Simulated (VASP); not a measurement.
Set up this calculation in VASP 6.6.1, as the native input.

```
Task                   : single point
Functional             : PBE
Potentials or basis    : VASP PAW PBE potentials, release 64 (Tl_d, Ge_d, H)
Cutoff                 : 500 eV
k mesh                 : 4 × 4 × 4
Occupations            : gaussian, width 0.05 eV
Spin                   : no spin polarisation
Dipole correction      : no
Further INCAR settings : ALGO = Normal; EDIFF = 1e-06; NBANDS = 23
```

The structure of TlGeH3 lies in POSCAR:

```
TlGeH3
1.0
    4.1600000000      0.0000000000      0.0000000000
    0.0000000000      4.1600000000      0.0000000000
    0.0000000000      0.0000000000      4.1600000000
Tl Ge H
1 1 3
Direct
    0.0000000000      0.0000000000      0.0000000000
    0.5000000000      0.5000000000      0.5000000000
    0.5000000000      0.5000000000      0.0000000000
    0.5000000000      0.0000000000      0.5000000000
    0.0000000000      0.5000000000      0.5000000000
```

The input as run:

INCAR

```
SYSTEM = TlGeH3
PREC = Accurate ; ENCUT = 500
EDIFF = 1E-6 ; ISMEAR = 0
SIGMA = 0.05 ; LREAL = .False.
LASPH = .True. ; NELM = 120
ALGO = Normal ; ISIF = 2
LWAVE = .False. ; LCHARG = .True.
GGA = PE ; LELF = .True.
LVHAR = .True. ; NBANDS = 23
GGA_COMPAT = .False.
```

KPOINTS

```
Automatic mesh
0
Gamma
  4 4 4
  0 0 0
```

Potentials or basis: VASP PAW PBE potentials, release 64 (Tl_d, Ge_d, H).

Launch:

```console
$ cat potpaw_PBE.64/Tl_d/POTCAR potpaw_PBE.64/Ge_d/POTCAR potpaw_PBE.64/H/POTCAR > POTCAR
$ mpirun -np 1 vasp_std > vasp.out
```

It gave:

* Pressure: -2.5 GPa
* Band gap on the k mesh: zero (bands 15 and 16 overlap by 0.48 eV)

Caveat: the k points lie up to 0.38 Å⁻¹ apart; spin-orbit coupling is left out, which moves the levels of the heavy elements.

Run time: 9.7 s on 1 thread of AMD EPYC 9R45 (Zen 5) (shared host), peak memory 0.14 GiB.
